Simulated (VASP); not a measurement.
A run of VASP 6.6.1 is set up as follows.

The input POSCAR:

```
PbS
1.0
    6.1938157515      0.0000000000      0.0000000000
    0.0000000000      3.0872856044      2.9685438740
    0.0000000000     -3.0872856044      2.9685438740
Pb S
2 2
Direct
    0.7317779708      0.2605081385      0.7605081385
    0.2682220292      0.7605081385      0.2605081385
    0.7221974922      0.7604918615      0.2604918615
    0.2778025078      0.2604918615      0.7604918615
```

File INCAR.step1:

```
  PREC = Accurate
  ENCUT = 520
  ISMEAR = 0
  SIGMA = 0.01
  LREAL = False
  LASPH = True
  NELM = 60
  NBANDS = 28
  GGA = PE
  ALGO = Normal
  EDIFF = 1E-4
  LWAVE = True
  LCHARG = False
```

INCAR.step2

```
  PREC = Accurate
  ENCUT = 520
  EDIFF = 1E-6
  ISMEAR = 0
  SIGMA = 0.01
  LREAL = False
  LASPH = True
  NELM = 60
  ALGO = Normal
  ISIF = 2
  LWAVE = False
  LCHARG = True
  METAGGA = R2SCAN
  LMIXTAU = True
  LELF = True
  LVHAR = True
  NBANDS = 28
  ISTART = 1
```

The input KPOINTS:

```
Automatic mesh
0
Gamma
  4 6 6
```

Potentials or basis: VASP PAW PBE potentials, release 64 (Pb_d, S).

Launch:

```console
$ cat potpaw_PBE.64/Pb_d/POTCAR potpaw_PBE.64/S/POTCAR > POTCAR
$ cp INCAR.step1 INCAR
$ mpirun -np 1 vasp_std > vasp.out
$ cp INCAR.step2 INCAR
$ mpirun -np 1 vasp_std > vasp.out
```

(1) Estimate the largest force.

(2) What does it give for the pressure?

(3) Predict the band gap on the k mesh.

Answers

(1) 0.009 eV/Å.

(2) -1.8 GPa.

(3) 1.33 eV, direct.

Caveat: the cell differs from its parent crystal (biaxial xy strain +4.0%); the PAW data sets were made with another functional, which shifts forces and pressure a little; spin-orbit coupling is left out, which moves the levels of the heavy elements.
